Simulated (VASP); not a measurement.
Set up this calculation in VASP 6.6.1, as the native input.

| Quantity | Value |
| --- | --- |
| Task | single point |
| Functional | PBE |
| Potentials or basis | VASP PAW PBE potentials, release 64 (Be, Te, O) |
| Cutoff | 600 eV |
| k mesh | 3 × 3 × 4 |
| Occupations | gaussian, width 0.15 eV |
| Spin | no spin polarisation |
| Dipole correction | no |
| Further INCAR settings | ALGO = Normal; EDIFF = 1e-06; NBANDS = 21 |

The structure of Be3Te2O lies in POSCAR:

```
Be3Te2O
1.0
    6.2321532921     -0.0000000032      0.0000000000
   -3.1160766433      5.3972030728      0.0000000000
    0.0000000000      0.0000000000      3.5376824394
Be Te O
3 2 1
Direct
    0.5000000000      0.0000000000      0.5000000000
    0.5000000000      0.5000000000      0.5000000000
    0.0000000000      0.5000000000      0.5000000000
    0.3333333333      0.6666666667      0.0000000000
    0.6666666667      0.3333333333      0.0000000000
    0.0000000000      0.0000000000      0.0000000000
```

The cell was generated, and may not be a known phase.

One way to write it, as run:

INCAR

```
PREC = Accurate
ENCUT = 600
EDIFF = 1E-6
ISMEAR = 0
SIGMA = 0.15
LREAL = F
LASPH = T
NELM = 120
ALGO = Normal
ISIF = 2
LWAVE = F
LCHARG = F
GGA = PE
NBANDS = 21
GGA_COMPAT = F
```

KPOINTS

```
regular mesh
0
Gamma
  3 3 4
```

Potentials or basis: VASP PAW PBE potentials, release 64 (Be, Te, O).

Command:

```bash
$ cat potpaw_PBE.64/Be/POTCAR potpaw_PBE.64/Te/POTCAR potpaw_PBE.64/O/POTCAR > POTCAR
$ mpirun -np 1 vasp_std > vasp.out
```

It gave:

| Quantity | Value |
| --- | --- |
| Pressure | 0.3 GPa |
| Band gap on the k mesh | zero (bands 12 and 13 overlap by 0.36 eV) |

Caveat: the k points lie up to 0.44 Å⁻¹ apart; semilocal functionals underestimate gaps, and a narrow one can read as zero; spin-orbit coupling is left out, which moves the levels of the heavy elements.

Wall time 29 s on 1 thread of Intel(R) Xeon(R) Platinum 8488C (Sapphire Rapids) (shared host), peak memory 0.25 GiB.
